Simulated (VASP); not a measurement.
**Cd: single point with revPBE**

Crystal: Cd.

```
Cd
1.0
     0.00000    3.56739    3.56739
     3.56739    0.00000    3.56739
     3.56739    3.56739    0.00000
Cd
2
Direct
  0.12500 0.12500 0.12500
  0.87500 0.87500 0.87500
```

This cell differs from its parent crystal: volume scaled by 1.12.

| Item | Value |
| --- | --- |
| Program | VASP 6.6.1 |
| Task | single point |
| Functional | revPBE |
| Potentials or basis | VASP PAW PBE potentials, release 64 (Cd) |
| Cutoff | 520 eV |
| k mesh | 9 × 9 × 9 |
| Occupations | fermi-dirac, width 0.1 eV |
| Spin | no spin polarisation |

* Pressure: -0.6 GPa
* Band gap on the k mesh: zero (band 12 reaches 2.89 eV, above the bottom of band 13 at -0.43 eV)

Levels at points of the mesh, in eV from the Fermi level:
```
           k point  band 9  band 10  band 11  band 12  band 13  band 14  band 15  band 16
(0.00, 0.00, 0.00)   -8.46    -8.46    -5.67     3.13     3.46     3.46     3.46     4.72
```

It took 47 s on 1 thread of Intel(R) Xeon(R) Platinum 8175M CPU @ 2.50GHz (Skylake/Cascade Lake), with other jobs on the host, peak memory 0.25 GiB.

Caveat: the PAW data sets were made with another functional, which shifts forces and pressure a little.
